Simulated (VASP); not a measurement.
**CaO3: single point with PBE**

The system is CaO3.

```
Ca O
1.0
     0.00000    3.15790    3.15790
     3.15790    0.00000    3.15790
     3.15790    3.15790    0.00000
Ca O
1 3
Direct
  0.00000 0.00000 0.00000
  0.75000 0.75000 0.75000
  0.50000 0.50000 0.50000
  0.25000 0.25000 0.25000
```

| Property | Result |
| --- | --- |
| Program | VASP 6.6.1 |
| Task | single point |
| Functional | PBE |
| Potentials or basis | VASP PAW PBE potentials, release 64 (Ca_sv, O) |
| Cutoff | 520 eV |
| k mesh | 6 × 6 × 6 |
| Occupations | gaussian, width 0.1 eV |
| Spin | no spin polarisation |

```yaml
Pressure: -15.6 GPa
Band_gap_on_the_k_mesh: zero (band 14 reaches -0.48 eV, above the bottom of band 15 at -0.63 eV)
```

Levels at points of the mesh, in eV from the Fermi level:
| k point | band 11 | band 12 | band 13 | band 14 | band 15 | band 16 | band 17 | band 18 |
| --- | --- | --- | --- | --- | --- | --- | --- | --- |
| (0.00, 0.00, 0.00) | -1.47 | -1.47 | -1.47 | 0.16 | 0.16 | 0.16 | 6.42 | 6.42 |
| (0.50, 0.00, 0.00) | -0.79 | -0.77 | -0.77 | 0.01 | 0.01 | 0.05 | 7.00 | 7.06 |
| (0.50, 0.50, 0.00) | -1.13 | -0.27 | -0.27 | -0.01 | 0.16 | 0.16 | 6.65 | 6.65 |

It took 19 s on 1 thread of Intel(R) Xeon(R) Platinum 8559C (Emerald Rapids), on a shared host, peak memory 0.2 GiB.
